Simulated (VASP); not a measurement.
The system is Rh.

```
Rh
1.0
     2.69175    0.00000    0.00000
    -1.34587    2.33112    0.00000
     0.00000    0.00000    8.79807
Rh
4
Direct
  0.00000 0.00000 0.00000
  0.33333 0.66667 0.25000
  0.00000 0.00000 0.50000
  0.66667 0.33333 0.75000
```

Base run:

* Program: VASP 6.6.1
* Functional: PBEsol
* Potentials or basis: VASP PAW PBE potentials, release 64 (Rh_pv)
* Cutoff: 520 eV
* k mesh: 9 × 9 × 3
* Occupations: gaussian, width 0.2 eV
* Spin: no spin polarisation

Its results: band gap on the k mesh zero (band 30 reaches 12.29 eV, above the bottom of band 31 at 10.68 eV); pressure -5.7 GPa.

**Question.** The run is repeated on the same cell with these changes: occupations from gaussian, width 0.2 eV to gaussian, width 0.5 eV; further incar settings from ALGO = Normal; EDIFF = 1e-06; NBANDS = 38 to ALGO = Normal; EDIFF = 1e-07; NBANDS = 38. What comes out?

**Answer.** Band gap on the k mesh zero (band 30 reaches 12.31 eV, above the bottom of band 31 at 10.69 eV); pressure -3.9 GPa.

Caveats: the PAW data sets were made with another functional, which shifts forces and pressure a little.
